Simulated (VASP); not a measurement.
Here is a VASP 6.6.1 calculation.

Contents of INCAR:

```
SYSTEM = PbF2
ALGO = Normal ; EDIFF = 1E-6
ENCUT = 600 ; GGA_COMPAT = .False.
ISIF = 2 ; ISMEAR = -1
LASPH = .True. ; LCHARG = .False.
LREAL = .False. ; LWAVE = .False.
NBANDS = 21 ; NELM = 120
PREC = Accurate ; SIGMA = 0.05
```

File KPOINTS:

```
k-points
0
Gamma
  8 8 8
  0 0 0
```

The input POSCAR:

```
PbF2
1.0
    0.0000000000      2.9832874594      2.9832874594
    2.9832874594      0.0000000000      2.9832874594
    2.9832874594      2.9832874594      0.0000000000
Pb F
1 2
Direct
    0.0000000000      0.0000000000      0.0000000000
    0.7500000000      0.7500000000      0.7500000000
    0.2500000000      0.2500000000      0.2500000000
```

Potentials or basis: VASP PAW LDA potentials, release 64 (Pb_d, F).

Launch:

```bash
$ cat potpaw_LDA.64/Pb_d/POTCAR potpaw_LDA.64/F/POTCAR > POTCAR
$ mpirun -np 1 vasp_std > vasp.out
```

**Question.** Estimate the pressure.

**Answer.** -5.8 GPa.

**Question.** Estimate the band gap on the k mesh.

**Answer.** 4.22 eV, indirect (least direct gap 4.38 eV).

Caveat: spin-orbit coupling is left out, which moves the levels of the heavy elements. A k mesh can miss the band edges.
